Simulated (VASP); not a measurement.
Runs of VASP 6.6.1 on AlNi. The structure is that of space group Pm-3m (No. 221), or close to it. The cells are those of the table. 

```csv
task,cell,cutoff (eV),gap on the mesh (eV),pressure (GPa)
single point,"a = 2.946, b = 2.946, c = 2.958 Å, 2 atoms",520,none,-8.1
single point,"a = 2.982, b = 2.982, c = 2.995 Å, 2 atoms",520,none,-12.4
relaxation of shape and atoms at fixed volume,"relaxed from a = 2.918, b = 2.918, c = 2.930 Å, 2 atoms",600,none,-4.9
single point,"a = 2.769, b = 2.769, c = 2.779 Å, 2 atoms",520,none,27.0
single point,"a = 2.800, b = 2.800, c = 2.811 Å, 2 atoms",520,none,(a)
```

Alike in all rows: level PBE; potentials or basis VASP PAW PBE potentials, release 64 (Al, Ni); no spin polarisation; k mesh 16 × 16 × 14.

Q: Estimate the missing entries.

A: (a) 18.4.

Caveats: the cell stands under tension (at least some runs); the cell stands under pressure (at least some runs).

A gap of «none» marks levels without a gap at the run's occupations.
